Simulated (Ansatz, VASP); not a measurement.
**BiTe: VASP beside Ansatz**

Contents of INCAR:

```
SYSTEM = BiTe
PREC = Accurate ; ENCUT = 520
EDIFF = 1E-7 ; ISMEAR = 0
SIGMA = 0.15 ; LREAL = .FALSE.
LASPH = .TRUE. ; NELM = 80
ALGO = Normal ; ISIF = 2
LWAVE = .FALSE. ; LCHARG = .FALSE.
GGA = PS ; NBANDS = 18
```

File KPOINTS:

```
Automatic mesh
0
G
  18 18 18
  0 0 0
```

Contents of POSCAR:

```
BiTe
1.0
    0.0000000000      3.0086369464      3.6103643357
    3.0086369464      0.0000000000      3.6103643357
    3.0086369464      3.0086369464      0.0000000000
Bi Te
1 1
Direct
    0.0000000000      0.0000000000      0.0000000000
    0.5000000000      0.5000000000      0.5000000000
```

Input for Ansatz:

```yaml
crystal:
  lattice:
    - [0.0, 3.0086369464, 3.6103643357]
    - [3.0086369464, 0.0, 3.6103643357]
    - [3.0086369464, 3.0086369464, 0.0]
  atoms:
    - { symbol: Bi, position: [0.0, 0.0, 0.0] }
    - { symbol: Te, position: [0.5, 0.5, 0.5] }
basis:
  ecutwfc: 420
kpoints:
  mp_grid: { grid: [18, 18, 18] }
hamiltonian:
  xc: pbesol
scf:
  occupations: { method: gaussian, width: 0.15 }
output:
  forces: true
  stress: true
  eigenvalues: true
```

Alike in both runs: task single point; functional PBEsol; k mesh 18 × 18 × 18; occupations gaussian, width 0.15 eV; no spin polarisation.

|  | VASP | Ansatz |
| --- | --- | --- |
| version | VASP 6.6.1 | Ansatz 0.2.0 |
| potentials or method | VASP PAW PBE potentials, release 64 (Bi_d, Te), cutoff 520 eV | scalar-relativistic, plane waves, PAW |
| valence electrons in the cell | 21 | 31 |

|  | VASP | Ansatz | Ansatz less VASP |
| --- | --- | --- | --- |
| gap on the k mesh at the Fermi level (eV) | none | none | - |
| pressure (GPa) | 3.2 | 3.2 | +0.01 |
| traceless stress, the component that is largest in VASP (GPa) | -7.71 | -7.71 | +0.001 |

VASP's potentials were made for PBE, not for PBEsol. A gap of «none» marks a metal or a gap that the smearing closes. VASP's potentials hold 21 valence electrons a cell and Ansatz's 31, so a difference there can come from the potentials and not from the codes.

Neither program's run includes spin-orbit coupling.
